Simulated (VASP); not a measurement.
# WSe2 (nc): single point with PBE+D3(BJ)

**What was measured.**

From “Time-resolved XUV ARPES with tunable 24–33 eV laser pulses at 30 meV resolution”, 2019, pmc:6684652, for a bulk crystal of WSe2: band gap 1.3 eV (indirect).

Crystal: WSe2 (nc).

```
CELL_PARAMETERS angstrom
3.27946 0.00000 0.00000
-1.63973 2.84009 0.00000
0.00000 0.00000 12.78086
ATOMIC_POSITIONS crystal
W 0.33333 0.66667 0.25000
W 0.66667 0.33333 0.75000
Se 0.33333 0.66667 0.61818
Se 0.66667 0.33333 0.11818
Se 0.33333 0.66667 0.88182
Se 0.66667 0.33333 0.38182
```

```json
{"Program": "VASP 6.6.1", "Task": "single point", "Functional": "PBE", "Dispersion": "D3(BJ)", "Potentials or basis": "VASP PAW PBE potentials, release 64 (W_sv, Se)", "Cutoff": "520 eV", "k mesh": "9 × 9 × 2", "Occupations": "gaussian, width 0.02 eV", "Spin": "no spin polarisation"}
```

| Quantity | Value |
| --- | --- |
| Pressure | 0.3 GPa |
| Largest force | 0.035 eV/Å |
| Band gap on the k mesh | 0.99 eV, indirect (least direct gap 1.56 eV) |
| Dispersion energy per atom | -0.476 eV |

Forces in eV/Å, atoms in the order of the input:
```
W    0.000  0.000  0.000
W    0.000  0.000  0.000
Se   0.000  0.000 -0.035
Se   0.000  0.000 -0.035
Se   0.000  0.000  0.035
Se   0.000  0.000  0.035
```

Stress tensor (GPa, compression positive):
```
0.22 0.00 0.00
0.00 0.22 0.00
0.00 0.00 0.34
```

Levels at points of the mesh, in eV from the valence-band top:
| k point | band 23 | band 24 | band 25 | band 26 | band 27 | band 28 | band 29 | band 30 |
| --- | --- | --- | --- | --- | --- | --- | --- | --- |
| (0.00, 0.00, 0.00) | -1.46 | -1.20 | -0.95 | 0.00 | 2.62 | 2.62 | 2.68 | 2.68 |
| (0.00, 0.00, 0.50) | -1.50 | -1.50 | -0.20 | -0.20 | 2.62 | 2.62 | 2.62 | 2.62 |

It took 49 s on 1 thread of Intel(R) Xeon(R) 6975P-C (Granite Rapids), on a shared host, peak memory 0.27 GiB.

Measured gap of WSe2: 1.3 eV (indirect; “Time-resolved XUV ARPES with tunable 24–33 eV laser pulses at 30 meV resolution”, 2019, pmc:6684652). This calculation gives 0.99 eV (-0.31 eV). Spin-orbit coupling on Se, W is left out. The value is that of PBE+D3(BJ) on a finite k mesh, which can miss the band edges, without temperature or zero-point motion. Semilocal functionals fall short of measured gaps as a rule.

Caveat: spin-orbit coupling is left out, which moves the levels of the heavy elements.
